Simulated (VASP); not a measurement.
Write the native input for VASP 6.6.1 that does the following.

* Task: relaxation of cell and atoms
* Functional: PBEsol
* Potentials or basis: VASP PAW PBE potentials, release 64 (Ti_sv, B)
* Cutoff: 600 eV
* k mesh: 10 × 10 × 8
* Occupations: fermi-dirac, width 0.05 eV
* Spin: no spin polarisation
* Dipole correction: no
* Further INCAR settings: ALGO = Normal; EDIFF = 1e-07; IBRION = 2; EDIFFG = -0.01; NSW = 60; ISIF = 3

The structure of TiB2 lies in POSCAR:

```
TiB2
1.0
    3.0292000000      0.0000000000      0.0000000000
   -1.5146000000      2.6233641531      0.0000000000
    0.0000000000      0.0000000000      3.2284000000
Ti B
1 2
Direct
    0.0000000000      0.0000000000      0.0000000000
    0.6666666667      0.3333333333      0.5000000000
    0.3333333333      0.6666666667      0.5000000000
```

These files were run (other wordings do the same):

INCAR

```
ALGO = Normal ; EDIFF = 1E-7
EDIFFG = -0.01 ; ENCUT = 600
GGA = PS ; IBRION = 2
ISIF = 3 ; ISMEAR = -1
LASPH = T ; LCHARG = F
LREAL = F ; LWAVE = F
NELM = 80 ; NSW = 60
PREC = Accurate ; SIGMA = 0.05
```

KPOINTS

```
k-points
0
Gamma
  10 10 8
```

Potentials or basis: VASP PAW PBE potentials, release 64 (Ti_sv, B).

Command:

```console
$ cat potpaw_PBE.64/Ti_sv/POTCAR potpaw_PBE.64/B/POTCAR > POTCAR
$ mpirun -np 1 vasp_std > vasp.out
```

It gave:

- Relaxed volume: 8.39 Å³/atom
- Relaxed cell: a = 3.018 Å, b = 3.018 Å, c = 3.190 Å, α = 90.00°, β = 90.00°, γ = 120.00°
- Space group after relaxing (to 0.05 Å): P6/mmm (No. 191)
- Energy gained by relaxing: 2.8 meV/atom
- Ionic steps: 4
- Pressure after relaxing: 0.0 GPa
- Band gap on the k mesh: zero (band 9 reaches 10.58 eV, above the bottom of band 10 at 9.88 eV)

Caveat: the PAW data sets were made with another functional, which shifts forces and pressure a little.

It took 30 s on 1 thread of Intel(R) Xeon(R) 6975P-C (Granite Rapids), on a shared host, peak memory 0.17 GiB.
